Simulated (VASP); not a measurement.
The system is GaN (zincblende type).

```
Ga N
1.0
     0.00000    2.16709    2.16709
     2.16709    0.00000    2.16709
     2.16709    2.16709    0.00000
Ga N
1 1
Direct
  0.00000 0.00000 0.00000
  0.25000 0.25000 0.25000
```

```yaml
Program: VASP 6.6.1
Task: relaxation of cell and atoms
Functional: PBE
Potentials_or_basis: VASP PAW PBE potentials, release 64 (Ga_d, N)
Cutoff: 600 eV
k_mesh: 17 × 17 × 17
Occupations: fermi-dirac, width 0.05 eV
Spin: no spin polarisation
```

At the start: pressure 33.9 GPa; volume 10.18 Å³/atom.

Question: How do energy, volume and symmetry change on relaxing?

Answer: Over 4 steps the energy falls by 147.5 meV/atom and the volume is 11.77 Å³/atom (+15.6 %); space group F-43m (No. 216, to 0.05 Å).

Step by step:
```tsv
step	energy change (eV)	largest force (eV/Å)	pressure (GPa)	volume (Å³)
1	0.0000	0.0000	33.92	20.35
2	-0.0418	0.0000	-18.30	27.38
3	-0.2949	0.0000	-0.41	23.61
4	-0.2950	0.0000	0.03	23.54
```

Final structure:
```cif
data_structure
_symmetry_space_group_name_H-M 'P 1'
_symmetry_Int_Tables_number 1
_cell_length_a 3.2169
_cell_length_b 3.2169
_cell_length_c 3.2169
_cell_angle_alpha 60.000
_cell_angle_beta 60.000
_cell_angle_gamma 60.000
_cell_volume 23.54
loop_
_atom_site_label
_atom_site_type_symbol
_atom_site_fract_x
_atom_site_fract_y
_atom_site_fract_z
_atom_site_occupancy
Ga1 Ga 0.00000 0.00000 0.00000 1
N1 N 0.25000 0.25000 0.25000 1
```

Caveat: the volume moved by over 15 % at a fixed basis, so the end points are rough.
